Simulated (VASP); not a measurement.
A run of VASP 6.6.1 is set up as follows.

File POSCAR:

```
Al
1.0
    8.5913470000      0.0000000000      0.0000000000
    0.0000000000      8.5913470000      0.0000000000
    0.0000000000      0.0000000000     15.0500000000
Al
28
Direct
    0.0000000000      0.0000000000      0.0664451827
    0.3333332945      0.0000000000      0.0664451827
    0.6666667055      0.0000000000      0.0664451827
    0.0000000000      0.3333332945      0.0664451827
    0.3333332945      0.3333332945      0.0664451827
    0.6666667055      0.3333332945      0.0664451827
    0.0000000000      0.6666667055      0.0664451827
    0.3333332945      0.6666667055      0.0664451827
    0.6666667055      0.6666667055      0.0664451827
    0.1631238966      0.1666739802      0.2030967442
    0.5000885193      0.1667586003      0.2157023256
    0.8370006473      0.1666747950      0.2031298339
    0.1646476391      0.5020055644      0.1987303654
    0.5000078567      0.5036692151      0.2031304319
    0.8353349015      0.5020012578      0.1987101661
    0.1646791824      0.8313456551      0.1987444518
    0.5000070420      0.8297918825      0.2030961462
    0.8353390918      0.8313145773      0.1987306977
    0.0000892759     -0.0049874601      0.3370362126
    0.3165723605     -0.0167603520      0.3398568771
    0.6836491414     -0.0168789597      0.3399090365
    0.0000938153      0.3379443293      0.3370974751
    0.3164485150      0.3503228306      0.3399120930
    0.6838195454      0.3504886952      0.3400097674
   -0.0000678590      0.6665967514      0.3377150831
    0.3283508395      0.6667587748      0.3370370764
    0.6712835601      0.6667638963      0.3370966113
    0.5003450565      0.1670209572      0.4314105648
```

File INCAR.step1:

```
ALGO = Normal
EDIFF = 1E-4
ENCUT = 520
GGA = PE
ISMEAR = 0
LASPH = True
LCHARG = False
LREAL = Auto
LWAVE = True
NBANDS = 62
NELM = 80
PREC = Accurate
SIGMA = 0.1
```

INCAR.step2

```
ALGO = Normal
EDIFF = 1E-6
ENCUT = 520
ISIF = 2
ISMEAR = 0
ISTART = 1
LASPH = True
LCHARG = False
LMIXTAU = True
LREAL = Auto
LWAVE = False
METAGGA = R2SCAN
NBANDS = 62
NELM = 80
PREC = Accurate
SIGMA = 0.1
```

Contents of KPOINTS:

```
k-points
0
Gamma
  3 3 1
```

Potentials or basis: VASP PAW PBE potentials, release 64 (Al).

Command:

```console
$ cat potpaw_PBE.64/Al/POTCAR > POTCAR
$ cp INCAR.step1 INCAR
$ mpirun -np 1 vasp_std > vasp.out
$ cp INCAR.step2 INCAR
$ mpirun -np 1 vasp_std > vasp.out
```

(1) Estimate the largest force.

(2) Estimate the band gap on the k mesh.

Results:

(1) 0.243 eV/Å.

(2) zero (bands 42 and 43 overlap by 0.22 eV).

Caveat: there is no dipole correction, which matters where the two faces differ; the PAW data sets were made with another functional, which shifts forces and pressure a little.
